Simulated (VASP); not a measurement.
# Os (Cmcm) in VASP: single point with PBEsol

Aim: the single point of Os with PBEsol.

Program: VASP 6.6.1. These are calculated values, not measurements. Logs are shortened: lines on timing, memory, paths and dates and some standing lists are left out, and cuts for length are marked.

## (1) The cell of the first run

The structure is orthorhombic, space group Cmcm (No. 63). Conventional cell: a = 2.693 Å, b = 4.807 Å, c = 4.320 Å, α = 90.00°, β = 90.00°, γ = 90.00°. Os (site symmetry m2m) has 12 Os at 2.67 to 2.75 Å within 3.5 Å.

## (2) Single point, PBEsol (strain -0.0150 x Voigt [1, -1, 0, 0, 0, 0])

Input file INCAR:

```
SYSTEM = Os
PREC = Accurate
ENCUT = 520
EDIFF = 1E-6
ISMEAR = 0
SIGMA = 0.15
LREAL = .False.
LASPH = .True.
NELM = 100
ALGO = Fast
ISIF = 2
LWAVE = .False.
LCHARG = .False.
GGA = PS
NBANDS = 15
```

Input file KPOINTS:

```
Automatic mesh
0
Gamma
  18 18 12
  0 0 0
```

Input file POSCAR:

```
Os
1.0
    2.6930884759      0.0000000000      0.0000000000
   -1.3465442380      2.4033170358      0.0000000000
    0.0000000000      0.0000000000      4.3197000000
Os
2
Direct
    0.3333333333      0.6666666667      0.2500000000
    0.6666666667      0.3333333333      0.7500000000
```

Potentials or basis: VASP PAW PBE potentials, release 64 (Os).

The run is started by

```sh
> cat potpaw_PBE.64/Os/POTCAR > POTCAR
> mpirun -np 1 vasp_std > vasp.out
```

OUTCAR:

```text
SYSTEM = Os
   PREC = Accurate
   ENCUT = 520
   EDIFF = 1E-6
   ISMEAR = 0
   LREAL = .False.
   LASPH = .True.
   NELM = 100
   ISIF = 2
   GGA = PS

 ion  position               nearest neighbor table
   1  0.333  0.667  0.250-   2 2.67   2 2.67   2 2.67   2 2.67   2 2.69   2 2.69
   2  0.667  0.333  0.750-   1 2.67   1 2.67   1 2.67   1 2.67   1 2.69   1 2.69

  LATTYP: Found a base centered orthorhombic cell.
 ALAT       =     2.6930884759
 B/A-ratio  =     1.7848036240
 C/A-ratio  =     1.6039948329

  Lattice vectors:

 A1 = (   1.3465442380,  -2.4033170358,   0.0000000000)
 A2 = (   1.3465442379,   2.4033170358,   0.0000000000)
 A3 = (   0.0000000000,   0.0000000000,   4.3197000000)

Analysis of symmetry for initial positions (statically):
=====================================================================
 Subroutine PRICEL returns:
 Original cell was already a primitive cell.

 Routine SETGRP: Setting up the symmetry group for a
 base centered orthorhombic supercell.

 Subroutine GETGRP returns: Found  8 space group operations
 (whereof  4 operations were pure point group operations)
 out of a pool of  8 trial point group operations.

The static configuration has the point symmetry C_2h.
 The point group associated with its full space group is D_2h.

Analysis of symmetry for dynamics (positions and initial velocities):
=====================================================================
 Subroutine PRICEL returns:
 Original cell was already a primitive cell.

 Routine SETGRP: Setting up the symmetry group for a
 base centered orthorhombic supercell.

 Subroutine GETGRP returns: Found  8 space group operations
 (whereof  4 operations were pure point group operations)
 out of a pool of  8 trial point group operations.

The dynamic configuration has the point symmetry C_2h.
 The point group associated with its full space group is D_2h.

 Subroutine INISYM returns: Found  8 space group operations
 (whereof  4 operations are pure point group operations),
 and found     1 'primitive' translations

----------------------------------------------------------------------------------------

                                     Primitive cell

  volume of cell :      27.9586

  direct lattice vectors                    reciprocal lattice vectors
     2.693088476  0.000000000  0.000000000     0.371320886  0.208045794  0.000000000
    -1.346544238  2.403317036  0.000000000     0.000000000  0.416091587  0.000000000
     0.000000000  0.000000000  4.319700000     0.000000000  0.000000000  0.231497558

  length of vectors
     2.693088476  2.754834688  4.319700000     0.425631593  0.416091587  0.231497558

  position of ions in fractional coordinates (direct lattice)
     0.333333333  0.666666667  0.250000000
     0.666666667  0.333333333  0.750000000

  ion indices of the primitive-cell ions
   primitive index   ion index
                 1           1
                 2           2

----------------------------------------------------------------------------------------

 KPOINTS: Automatic mesh

Automatic generation of k-mesh.
 Grid dimensions read from file:
 generate k-points for:   18   18   12

 Generating k-lattice:

  Cartesian coordinates                     Fractional coordinates (reciprocal lattice)
     0.020628938  0.011558100  0.000000000     0.055555556  0.000000000  0.000000000
     0.000000000  0.023116199  0.000000000     0.000000000  0.055555556  0.000000000
     0.000000000  0.000000000  0.019291463     0.000000000  0.000000000  0.083333333

  Length of vectors
     0.023646200  0.023116199  0.019291463

  Shift w.r.t. Gamma in fractional coordinates (k-lattice)
     0.000000000  0.000000000  0.000000000

 Subroutine IBZKPT returns following result:
 ===========================================

 Found    637 irreducible k-points:

 Following reciprocal coordinates:
            Coordinates               Weight
  0.000000  0.000000  0.000000      1.000000
  0.055556  0.000000  0.000000      4.000000
  0.111111  0.000000  0.000000      4.000000
  0.166667 -0.000000  0.000000      4.000000
  0.222222 -0.000000  0.000000      4.000000
  0.277778  0.000000  0.000000      4.000000
[... 16 lines left out ...]
 -0.333333  0.055556  0.000000      4.000000
 -0.277778  0.055556  0.000000      4.000000
 [... further k-points ...]
   k-points           NKPTS =    637   k-points in BZ     NKDIM =    637   number of bands    NBANDS=     15
   number of dos      NEDOS =    301   number of ions     NIONS =      2
   total plane-waves  NPLWV =  12800
   dimension x,y,z NGX =    20 NGY =   20 NGZ =   32
   dimension x,y,z NGXF=    40 NGYF=   40 NGZF=   64
   ions per type =               2
   NGX,Y,Z   is equivalent  to a cutoff of  12.35, 12.07, 12.32 a.u.
   NGXF,Y,Z  is equivalent  to a cutoff of  24.69, 24.14, 24.63 a.u.
 SYSTEM =  Os
   PREC   = accura    normal or accurate (medium, high low for compatibility)
   ISTART =      0    job   : 0-new  1-cont  2-samecut
   ICHARG =      2    charge: 1-file 2-atom 10-const
   ISPIN  =      1    spin polarized calculation?
   LNONCOLLINEAR =      F non collinear calculations
   LSORBIT =      F    spin-orbit coupling
   LASPH  =      T    aspherical Exc in radial PAW
   ENCUT  =  520.0 eV  38.22 Ry    6.18 a.u.   5.01  5.12  8.03*2*pi/ulx,y,z
   NELM   =    100;   NELMIN=  2; NELMDL= -5     # of ELM steps
   EDIFF  = 0.1E-05   stopping-criterion for ELM
   LREAL  =      F    real-space projection
   EDIFFG = 0.1E-04   stopping-criterion for IOM
   NSW    =      0    number of steps for IOM
   IBRION =     -1    ionic relax: 0-MD 1-quasi-New 2-CG
   NFREE  =      0    steps in history (QN), initial steepest desc. (CG)
   ISIF   =      2    stress and relaxation
   ISYM   =      2    0-nonsym 1-usesym 2-fastsym
   POTIM  = 0.5000    time-step for ionic-motion
   TEBEG  =    0.0;   TEEND  =   0.0 temperature during run
   PSTRESS=    0.0 pullay stress
   NELECT =      16.0000    total number of electrons
   NUPDOWN=      -1.0000    fix difference up-down
   EMIN   =  10.00;   EMAX   =-10.00  energy-range for DOS
   EFERMI =   0.00;   METHOD = LEGACY
   ISMEAR =     0;   SIGMA  =   0.15  broadening in eV -4-tet -1-fermi 0-gaus
   EFERMI_NEDOS =   21; number of points for ismear=-14 and -15
   IALGO  =     68    algorithm
   IMIX   =      4    mixing-type and parameters
     AMIX     =   0.40;   BMIX     =  1.00
     AMIX_MAG =   1.60;   BMIX_MAG =  1.00
  volume/ion in A,a.u.               =      13.98        94.34
  Fermi-wavevector in a.u.,A,eV,Ry     =   1.359178  2.568474 25.134932  1.847365
  Thomas-Fermi vector in A             =   2.485948
   LORBIT       =      0    0 simple, 1 ext, 2 COOP (PROOUT), +10 PAW based schemes
   GGA     = PS    functional components
   LHFCALC =     F    Hartree Fock is set to
   AEXX    =    0.0000 exact exchange contribution
   IVDW    =     0    specifies the selected vdW correction
   LEPSILON=     F    determine dielectric tensor
   LRPA    =     F    only Hartree local field effects (RPA)
 non-spin polarized calculation
 RMM-DIIS sequential band-by-band and
 Gauss-broadening in eV      SIGMA  =   0.15
  energy-cutoff  :      520.00
  volume of cell :       27.96
 maximum number of plane-waves:       772
   NGX =  9   NGY = 11   NGZ = 17

 number of electron      15.9999999 magnetization

 Free energy of the ion-electron system (eV)
  ---------------------------------------------------
  ext. energy  EPLUGINS =         0.00000000
  ---------------------------------------------------
  free energy    TOTEN  =       -24.46944848 eV

  energy without entropy =      -24.45533179  energy(sigma->0) =      -24.46239013

 E-fermi :   9.3251     XC(G=0): -14.1570

 val. band max:        9.3244493446   @ k =   0.0556   0.2222   0.0833
 cond. band min:       9.3263288365   @ k =   0.0556   0.0000   0.3333
 fundamental gap:      0.0018794919
 Fermi energy:         9.3250681399

 k-point     1 :       0.0000    0.0000    0.0000
  band No.  band energies     occupation
      1      -1.6834      2.00000
      2       1.4850      2.00000
      3       5.9195      2.00000
      4       6.4883      2.00000
      5       6.5800      2.00000
      6       6.8043      2.00000
      7       7.3935      2.00000
      8       7.6607      2.00000
      9       7.8436      2.00000
     10       9.3111      1.10484
     11      10.9132      0.00000
     12      11.1103      0.00000
     13      18.3635      0.00000
     14      23.3514      0.00000
     15      26.0897      0.00000

 k-point     2 :       0.0556    0.0000    0.0000
  band No.  band energies     occupation
      1      -1.5554      2.00000
      2       1.6005      2.00000
      3       5.8925      2.00000
      4       6.3256      2.00000
      5       6.8196      2.00000
      6       6.8825      2.00000
      7       7.3586      2.00000
      8       7.5590      2.00000
      9       7.6966      2.00000
     10       8.7159      2.00000
     11      11.0215      0.00000
     12      11.8485      0.00000
     13      18.3575      0.00000
     14      23.6283      0.00000
     15      26.2570      0.00000

 k-point     3 :       0.1111    0.0000    0.0000
  band No.  band energies     occupation
      1      -1.1819      2.00000
      2       1.9246      2.00000
      3       5.5867      2.00000
      4       6.5421      2.00000
      5       6.8415      2.00000
      6       7.0135      2.00000
      7       7.1875      2.00000
      8       7.3606      2.00000
      9       7.4690      2.00000
     10       8.0924      2.00000
     11      11.1933      0.00000
     12      13.1999      0.00000
     13      18.3179      0.00000
     14      24.3890      0.00000
     15      26.6935      0.00000
[... 343 lines left out ...]
 k-point    23 :      -0.3333    0.0556    0.0000
  band No.  band energies     occupation
      1       1.3612      2.00000
      2       2.8166      2.00000
      3       3.9456      2.00000
      4       5.0485      2.00000
      5       6.0320      2.00000
      6       6.5014      2.00000
      7       7.2167      2.00000
      8       9.1447      1.91097
      9       9.3285      0.97417
     10      10.1925      0.00000
     11      11.7794      0.00000
     12      17.8052      0.00000
     13      18.5118      0.00000
     14      21.5355      0.00000
     15      24.0145      0.00000

 k-point    24 :      -0.2778    0.0556    0.0000
  band No.  band energies     occupation
      1       0.6235      2.00000
      2       2.9217      2.00000
      3       4.6567      2.00000
      4       4.8462      2.00000
      5       6.3294      2.00000
      6       6.3454      2.00000
      7       7.4524      2.00000
      8       8.3543      2.00000
      9       8.4363      2.00000
     10       9.2032      1.74926
     11      11.6471      0.00000
     12      17.0975      0.00000
     13      17.9366      0.00000
     14      23.6260      0.00000
     15      25.5457      0.00000

 [... further k-points ...]

------------------------ aborting loop because EDIFF is reached ----------------------------------------

  FORCE on cell =-STRESS in cart. coord.  units (eV):
  Direction    XX          YY          ZZ          XY          YZ          ZX
  --------------------------------------------------------------------------------------
  -------------------------------------------------------------------------------------
  Total        1.1560909     -1.7809771     -0.4262722      0.0000000      0.0000000      0.0000000
  in kB       66.2502143   -102.0595494    -24.4276841      0.0000000      0.0000000      0.0000000
  external PRESSURE =     -20.0790064 kB  Pullay stress =       0.0000000 kB

 VOLUME and BASIS-vectors are now :
 -----------------------------------------------------------------------------
  energy-cutoff  :      520.00
  volume of cell :       27.96
      direct lattice vectors                 reciprocal lattice vectors
     2.693088476  0.000000000  0.000000000     0.371320886  0.208045794  0.000000000
    -1.346544238  2.403317036  0.000000000     0.000000000  0.416091587  0.000000000
     0.000000000  0.000000000  4.319700000     0.000000000  0.000000000  0.231497558

 POSITION                                       TOTAL-FORCE (eV/Angst)
 -----------------------------------------------------------------------------------
     -0.00000      1.60221      1.07993        -0.000000      0.074906      0.000000
      1.34654      0.80111      3.23977         0.000000     -0.074906     -0.000000
 -----------------------------------------------------------------------------------
    total drift:                               -0.000000      0.000000     -0.000000

  FREE ENERGIE OF THE ION-ELECTRON SYSTEM (eV)
  ---------------------------------------------------
  free  energy   TOTEN  =       -24.4694484813 eV

  energy  without entropy=      -24.4553317875  energy(sigma->0) =      -24.46239013
```

Run time: 2.9 min. Hardware: 1 thread of Oxide Virtual Turin-like, shared host; peak memory 0.29 GiB.

What came out:

| Quantity | Value |
| --- | --- |
| Free energy | -24.4694 eV |
| Pressure | -2.0 GPa |
| Largest force | 0.075 eV/Å |
| Band gap on the k mesh | zero (bands 8 and 9 overlap by 3.94 eV) |

Forces in eV/Å, atoms in the order of the input:
```
Os   0.000  0.075  0.000
Os   0.000 -0.075  0.000
```

Levels at points of the mesh, in eV from the Fermi level:
| k point | band 5 | band 6 | band 7 | band 8 | band 9 | band 10 | band 11 | band 12 |
| --- | --- | --- | --- | --- | --- | --- | --- | --- |
| (0.00, 0.00, 0.00) | -2.75 | -2.52 | -1.93 | -1.66 | -1.48 | -0.01 | 1.59 | 1.79 |
| (0.50, 0.00, 0.00) | -2.88 | -2.56 | -1.80 | 2.05 | 2.61 | 2.68 | 4.51 | 5.83 |
| (0.00, 0.50, 0.00) | -3.08 | -2.64 | -2.12 | 1.96 | 2.53 | 2.80 | 4.26 | 5.50 |
| (0.00, 0.00, 0.50) | -3.55 | -3.55 | -2.98 | -2.98 | 0.78 | 0.78 | 1.00 | 1.00 |
| (0.50, 0.00, 0.50) | -1.32 | -1.32 | -0.13 | -0.13 | 2.37 | 2.37 | 3.38 | 3.38 |
| (0.00, 0.50, 0.50) | -1.02 | -1.02 | -0.32 | -0.32 | 2.31 | 2.31 | 3.20 | 3.20 |

Caveat: the cell differs from its parent crystal (strain -0.0150 x Voigt [1, -1, 0, 0, 0, 0]); the stress differs along the axes, from -10 to 7 GPa; the PAW data sets were made with another functional, which shifts forces and pressure a little; spin-orbit coupling is left out, which moves the levels of the heavy elements.
